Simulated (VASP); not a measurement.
**AlCu3: single point with PBEsol**

The system is AlCu3.

```
Al Cu
1.0
     3.59518    0.00000    0.00000
     0.00000    3.59518    0.00000
     0.00000    0.00000    3.59518
Al Cu
1 3
Cartesian
  0.0000 0.0000 0.0000
  1.7976 1.7976 0.0000
  1.7976 0.0000 1.7976
  0.0000 1.7976 1.7976
```

```
Program                : VASP 6.6.1
Task                   : single point
Functional             : PBEsol
Potentials or basis    : VASP PAW PBE potentials, release 64 (Al, Cu)
Cutoff                 : 520 eV
k mesh                 : 12 × 12 × 12
Occupations            : gaussian, width 0.1 eV
Spin                   : no spin polarisation
Dipole correction      : no
Further INCAR settings : ALGO = Fast; EDIFF = 1e-06; NBANDS = 26
```

```json
{
 "Pressure": "5.6 GPa",
 "Band gap on the k mesh": "zero (bands 18 and 19 overlap by 5.68 eV)"
}
```

Levels at points of the mesh, in eV from the Fermi level:
```tsv
k point	band 14	band 15	band 16	band 17	band 18	band 19	band 20	band 21	band 22	band 23
(0.00, 0.00, 0.00)	-2.09	-2.09	-2.09	-0.32	-0.32	-0.32	4.53	4.53	5.37	10.78
(0.50, 0.00, 0.00)	-3.04	-2.95	-2.54	-2.09	3.92	3.92	3.97	3.97	4.85	6.20
(0.50, 0.50, 0.00)	-2.96	-2.95	-2.82	-2.40	-1.20	-1.20	6.55	6.55	6.58	7.20
(0.50, 0.50, 0.50)	-3.03	-3.03	-2.27	-2.27	-2.27	-1.55	1.51	1.88	1.88	1.88
```

It took 2.7 min on 1 thread of Intel Xeon 8259CL (shared host), peak memory 0.21 GiB.

Caveat: the cell stands under pressure; the PAW data sets were made with another functional, which shifts forces and pressure a little.
